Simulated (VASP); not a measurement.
Here is a VASP 6.6.1 calculation.

The input POSCAR:

```
Tl
1.0
    3.4560000000      0.0000000000      0.0000000000
   -1.7280000000      2.9929838000      0.0000000000
    0.0000000000      0.0000000000      5.5250000000
Tl
2
Direct
    0.3333333333      0.6666666667      0.2500000000
    0.6666666667      0.3333333333      0.7500000000
```

The input INCAR.step1:

```
ALGO = Normal
EDIFF = 1E-4
ENCUT = 600
GGA = PE
ISMEAR = -1
LASPH = True
LCHARG = False
LREAL = False
LWAVE = True
NELM = 100
PREC = Accurate
SIGMA = 0.05
```

Contents of INCAR.step2:

```
ALGO = Normal
EDIFF = 1E-6
EDIFFG = -0.01
ENCUT = 600
IBRION = 2
ISIF = 3
ISMEAR = -1
ISTART = 1
LASPH = True
LCHARG = False
LMIXTAU = True
LREAL = False
LWAVE = False
METAGGA = R2SCAN
NELM = 100
NSW = 80
PREC = Accurate
SIGMA = 0.05
```

The input KPOINTS:

```
k-points
0
Gamma
  9 9 5
```

Potentials or basis: VASP PAW PBE potentials, release 64 (Tl_d).

The run is started by

```sh
$ cat potpaw_PBE.64/Tl_d/POTCAR > POTCAR
$ cp INCAR.step1 INCAR
$ mpirun -np 1 vasp_std > vasp.out
$ cp INCAR.step2 INCAR
$ mpirun -np 1 vasp_std > vasp.out
```

Q: What does it give for the relaxed cell?

A: a = 3.468 Å, b = 3.468 Å, c = 5.788 Å, α = 90.00°, β = 90.00°, γ = 120.00°.

Q: Predict the space group after relaxing (to 0.1 Å).

A: P6_3/mmc (No. 194).

Q: What does it give for the relaxed volume?

A: 30.14 Å³/atom.

Q: Predict the band gap on the k mesh.

A: Zero (bands 13 and 14 overlap by 3.23 eV).

The path:
| step | energy change (eV) | largest force (eV/Å) | pressure (GPa) | volume (Å³) |
| --- | --- | --- | --- | --- |
| 1 | 0.0000 | 0.0000 | 2.15 | 57.15 |
| 2 | -0.0231 | 0.0000 | 0.05 | 60.38 |
| 3 | -0.0232 | 0.0000 | -0.07 | 60.59 |
| 4 | -0.0237 | 0.0000 | -0.05 | 60.53 |
| 5 | -0.0248 | 0.0000 | 0.00 | 60.35 |
| 6 | -0.0244 | 0.0000 | 0.16 | 59.95 |
| 7 | -0.0252 | 0.0000 | 0.05 | 60.22 |
| 8 | -0.0252 | 0.0000 | 0.06 | 60.19 |
| 9 | -0.0252 | 0.0000 | 0.07 | 60.16 |
| 10 | -0.0252 | 0.0000 | 0.06 | 60.17 |
| 11 | -0.0252 | 0.0000 | -0.05 | 60.39 |
| 12 | -0.0252 | 0.0000 | 0.00 | 60.29 |

Caveat: the PAW data sets were made with another functional, which shifts forces and pressure a little; spin-orbit coupling is left out, which moves the levels of the heavy elements. Zero-point motion and thermal expansion aren't in these numbers.
